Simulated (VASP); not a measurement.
# CoPtO2 (R-3m) in VASP: single point with PBE

Aim: the single point of CoPtO2 with PBE.

Program: VASP 6.6.1. These are calculated values, not measurements. Logs are shortened: lines on timing, memory, paths and dates and some standing lists are left out, and cuts for length are marked.

### Step 1. The cell of the first run

It takes space group R-3m (No. 166, trigonal). Conventional cell: a = 2.855 Å, b = 2.855 Å, c = 17.883 Å, α = 90.00°, β = 90.00°, γ = 120.00°. Co (site symmetry -3m) has 6 O at 1.91 Å within 2.5 Å. Within 2.7 Å of Pt (site symmetry -3m) lie 2 O at 2.01 Å. O (site symmetry 3m) has 3 Co at 1.91 Å and 1 Pt at 2.01 Å and 3 O at 2.55 Å within 2.6 Å.

### Step 2. Single point, PBE

File INCAR:

```
SYSTEM = CoPtO2
ALGO = Normal
EDIFF = 1E-6
ENCUT = 700
GGA = PE
GGA_COMPAT = .FALSE.
ISIF = 2
ISMEAR = 0
LASPH = .TRUE.
LCHARG = .FALSE.
LREAL = .FALSE.
LWAVE = .FALSE.
NBANDS = 82
NELM = 120
PREC = Accurate
SIGMA = 0.1
```

File KPOINTS:

```
k-points
0
G
  12 12 2
  0 0 0
```

File POSCAR:

```
CoPtO2
1.0
    2.8547899568      0.0000000000      0.0000000000
   -1.4273949784      2.4723206250      0.0000000000
    0.0000000000      0.0000000000     17.8832540069
Co Pt O
3 3 6
Direct
    0.6666666667      0.3333333333      0.8333333333
    0.3333333333      0.6666666667      0.1666666667
    0.0000000000      0.0000000000      0.5000000000
    0.0000000000      0.0000000000      0.0000000000
    0.6666666667      0.3333333333      0.3333333333
    0.3333333333      0.6666666667      0.6666666667
    0.0000000000      0.0000000000      0.8876528272
    0.3333333333      0.6666666667      0.7790138394
    0.6666666667      0.3333333333      0.2209861606
    0.0000000000      0.0000000000      0.1123471728
    0.3333333333      0.6666666667      0.5543194939
    0.6666666667      0.3333333333      0.4456805061
```

Potentials or basis: VASP PAW PBE potentials, release 64 (Co_sv, Pt_sv_GW, O).

Command:

```console
$ cat potpaw_PBE.64/Co_sv/POTCAR potpaw_PBE.64/Pt_sv_GW/POTCAR potpaw_PBE.64/O/POTCAR > POTCAR
$ mpirun -np 1 vasp_std > vasp.out
```

OUTCAR:

```text
SYSTEM = CoPtO2
   EDIFF = 1E-6
   ENCUT = 700
   GGA = PE
   ISIF = 2
   ISMEAR = 0
   LASPH = .TRUE.
   LREAL = .FALSE.
   NELM = 120
   PREC = Accurate

 ion  position               nearest neighbor table
   1  0.667  0.333  0.833-   8 1.91   8 1.91   7 1.91   7 1.91   7 1.91   8 1.91
   2  0.333  0.667  0.167-   9 1.91   9 1.91  10 1.91  10 1.91  10 1.91   9 1.91
   3  0.000  0.000  0.500-  11 1.91  12 1.91  11 1.91  12 1.91  12 1.91  11 1.91
   4  0.000  0.000  0.000-   7 2.01  10 2.01
   5  0.667  0.333  0.333-   9 2.01  12 2.01
   6  0.333  0.667  0.667-   8 2.01  11 2.01
   7  0.000  0.000  0.888-   1 1.91   1 1.91   1 1.91   4 2.01
   8  0.333  0.667  0.779-   1 1.91   1 1.91   1 1.91   6 2.01
   9  0.667  0.333  0.221-   2 1.91   2 1.91   2 1.91   5 2.01
  10  0.000  0.000  0.112-   2 1.91   2 1.91   2 1.91   4 2.01
  11  0.333  0.667  0.554-   3 1.91   3 1.91   3 1.91   6 2.01
  12  0.667  0.333  0.446-   3 1.91   3 1.91   3 1.91   5 2.01

  LATTYP: Found a hexagonal cell.
 ALAT       =     2.8547899568
 C/A-ratio  =     6.2642976462

  Lattice vectors:

 A1 = (   2.8547899568,   0.0000000000,   0.0000000000)
 A2 = (  -1.4273949784,   2.4723206250,   0.0000000000)
 A3 = (   0.0000000000,   0.0000000000,  17.8832540069)

Analysis of symmetry for initial positions (statically):
=====================================================================
 Subroutine PRICEL returns following result:

  LATTYP: Found a trigonal (rhomboedric) cell.
 ALAT       =     6.1847505214
 COS(alpha) =     0.8934695029

  Lattice vectors:

 A1 = (   1.4273949787,  -0.8241068752,  -5.9610846702)
 A2 = (  -1.4273949790,  -0.8241068747,  -5.9610846666)
 A3 = (   0.0000000003,   1.6482137498,  -5.9610846702)

   3 primitive cells build up your supercell.

 Routine SETGRP: Setting up the symmetry group for a
 hexagonal supercell.

 Subroutine GETGRP returns: Found 12 space group operations
 (whereof 12 operations were pure point group operations)
 out of a pool of 24 trial point group operations.

The static configuration has the point symmetry D_3d.

Analysis of symmetry for dynamics (positions and initial velocities):
=====================================================================
 Subroutine PRICEL returns following result:

  LATTYP: Found a trigonal (rhomboedric) cell.
 ALAT       =     6.1847505214
[... 130 lines left out ...]
   TEBEG  =    0.0;   TEEND  =   0.0 temperature during run
   PSTRESS=    0.0 pullay stress
   NELECT =     141.0000    total number of electrons
   NUPDOWN=      -1.0000    fix difference up-down
   EMIN   =  10.00;   EMAX   =-10.00  energy-range for DOS
   EFERMI =   0.00;   METHOD = LEGACY
   ISMEAR =     0;   SIGMA  =   0.10  broadening in eV -4-tet -1-fermi 0-gaus
   EFERMI_NEDOS =   21; number of points for ismear=-14 and -15
   IALGO  =     38    algorithm
   IMIX   =      4    mixing-type and parameters
     AMIX     =   0.40;   BMIX     =  1.00
     AMIX_MAG =   1.60;   BMIX_MAG =  1.00
  volume/ion in A,a.u.               =      10.52        70.98
  Fermi-wavevector in a.u.,A,eV,Ry     =   1.698658  3.209999 39.258797  2.885440
  Thomas-Fermi vector in A             =   2.779118
   LORBIT       =      0    0 simple, 1 ext, 2 COOP (PROOUT), +10 PAW based schemes
   GGA     = PE    functional components
   LHFCALC =     F    Hartree Fock is set to
   AEXX    =    0.0000 exact exchange contribution
   IVDW    =     0    specifies the selected vdW correction
   LEPSILON=     F    determine dielectric tensor
   LRPA    =     F    only Hartree local field effects (RPA)
 non-spin polarized calculation
 Gauss-broadening in eV      SIGMA  =   0.10
  energy-cutoff  :      700.00
  volume of cell :      126.22
 maximum number of plane-waves:      5358
 NGX is ok and might be reduce to    28
   NGX = 13   NGY = 13   NGZ = 77

 number of electron     141.0000007 magnetization

 Free energy of the ion-electron system (eV)
  ---------------------------------------------------
  ext. energy  EPLUGINS =         0.00000000
  ---------------------------------------------------
  free energy    TOTEN  =       -79.66257904 eV

  energy without entropy =      -79.64052944  energy(sigma->0) =      -79.65155424

 E-fermi :   8.7004     XC(G=0): -12.8750

 val. band max:        8.6795592445   @ k =   0.3333   0.0833   0.5000
 cond. band min:       8.7034806074   @ k =   0.3333   0.0833   0.0000
 fundamental gap:      0.0239213629
 Fermi energy:         8.7003984720

 k-point     1 :       0.0000    0.0000    0.0000
  band No.  band energies     occupation
      1     -90.1767      2.00000
      2     -90.1767      2.00000
      3     -90.1767      2.00000
      4     -87.0192      2.00000
      5     -87.0192      2.00000
      6     -87.0191      2.00000
[... 2029 lines left out ...]
     81      12.5515      0.00000
     82      17.1827      0.00000

 [... further k-points ...]

------------------------ aborting loop because EDIFF is reached ----------------------------------------

  FORCE on cell =-STRESS in cart. coord.  units (eV):
  Direction    XX          YY          ZZ          XY          YZ          ZX
  --------------------------------------------------------------------------------------
  -------------------------------------------------------------------------------------
  Total       -0.6698146     -0.6698145      0.5131401     -0.0000000      0.0000000     -0.0000000
  in kB       -8.5023634     -8.5023634      6.5135999     -0.0000000      0.0000000     -0.0000000
  external PRESSURE =      -3.4970423 kB  Pullay stress =       0.0000000 kB

 VOLUME and BASIS-vectors are now :
 -----------------------------------------------------------------------------
  energy-cutoff  :      700.00
  volume of cell :      126.22
      direct lattice vectors                 reciprocal lattice vectors
     2.854789957  0.000000000  0.000000000     0.350288468  0.202239141  0.000000000
    -1.427394978  2.472320625  0.000000000     0.000000000  0.404478282  0.000000000
     0.000000000  0.000000000 17.883254007     0.000000000  0.000000000  0.055918235

 POSITION                                       TOTAL-FORCE (eV/Angst)
 -----------------------------------------------------------------------------------
      1.42739      0.82411     14.90271         0.000000      0.000000     -0.000000
     -0.00000      1.64821      2.98054         0.000000      0.000000     -0.000000
      0.00000      0.00000      8.94163         0.000000      0.000000     -0.000000
      0.00000      0.00000      0.00000         0.000000      0.000000     -0.000000
      1.42739      0.82411      5.96108        -0.000000     -0.000000     -0.000000
     -0.00000      1.64821     11.92217         0.000000      0.000000     -0.000000
      0.00000      0.00000     15.87412        -0.000000     -0.000000     -0.058087
     -0.00000      1.64821     13.93130         0.000000     -0.000000      0.058087
      1.42739      0.82411      3.95195        -0.000000      0.000000     -0.058087
      0.00000      0.00000      2.00913         0.000000     -0.000000      0.058087
     -0.00000      1.64821      9.91304        -0.000000      0.000000     -0.058087
      1.42739      0.82411      7.97022         0.000000      0.000000      0.058087
 -----------------------------------------------------------------------------------
    total drift:                               -0.000000     -0.000000     -0.000000

  FREE ENERGIE OF THE ION-ELECTRON SYSTEM (eV)
  ---------------------------------------------------
  free  energy   TOTEN  =       -79.6625790363 eV

  energy  without entropy=      -79.6405294374  energy(sigma->0) =      -79.65155424
```

OSZICAR:

```text
N       E                     dE             d eps       ncg     rms          rms(c)
[... 17 lines left out ...]
DAV:  18    -0.796645859998E+02    0.19685E-02   -0.19454E-03  8944   0.450E-01    0.160E+00
DAV:  19    -0.796633049661E+02    0.12810E-02   -0.26013E-03  8904   0.273E-01    0.110E+00
DAV:  20    -0.796629751595E+02    0.32981E-03   -0.54961E-04  9184   0.139E-01    0.819E-01
DAV:  21    -0.796626361909E+02    0.33897E-03   -0.77321E-04  7544   0.192E-01    0.367E-01
DAV:  22    -0.796625938400E+02    0.42351E-04   -0.14261E-04  9896   0.117E-01    0.163E-01
DAV:  23    -0.796625847273E+02    0.91126E-05   -0.19380E-05  9112   0.550E-02    0.892E-02
DAV:  24    -0.796625790294E+02    0.56980E-05   -0.18088E-05  7896   0.320E-02    0.324E-02
DAV:  25    -0.796625790363E+02   -0.69158E-08   -0.28012E-06  4752   0.179E-02
   1 F= -.79662579E+02 E0= -.79651554E+02  d E =-.220496E-01
```

Wall time 14 min (1 thread of AMD EPYC 9R45 (Zen 5), shared host); peak memory 0.64 GiB.

What came out:

```
Free energy            : -79.6626 eV
Pressure               : -0.3 GPa
Largest force          : 0.058 eV/Å
Band gap on the k mesh : zero (an odd number of electrons rules out a gap without spin polarisation)
```

Forces in eV/Å, atoms in the order of the input:
```
Co   0.000  0.000  0.000
Co   0.000  0.000  0.000
Co   0.000  0.000  0.000
Pt   0.000  0.000  0.000
Pt   0.000  0.000  0.000
Pt   0.000  0.000  0.000
O    0.000  0.000 -0.058
O    0.000  0.000  0.058
O    0.000  0.000 -0.058
O    0.000  0.000  0.058
O    0.000  0.000 -0.058
O    0.000  0.000  0.058
```

Stress tensor (GPa, compression positive):
```
-0.85  0.00  0.00
 0.00 -0.85  0.00
 0.00  0.00  0.65
```

Caveat: spin-orbit coupling is left out, which moves the levels of the heavy elements; an odd number of electrons without spin polarisation forces a metal; a magnetic or distorted state may lie lower; the run has no spin polarisation, though such a crystal can be magnetic; semilocal functionals often make such compounds metallic where correlation or magnetic order opens a gap, which also shifts bond lengths. Spin polarisation is off, so any magnetic state and its effect on volume and gap are missing.

The gap in the log of VASP goes by the Fermi energy; the results here count the filled bands.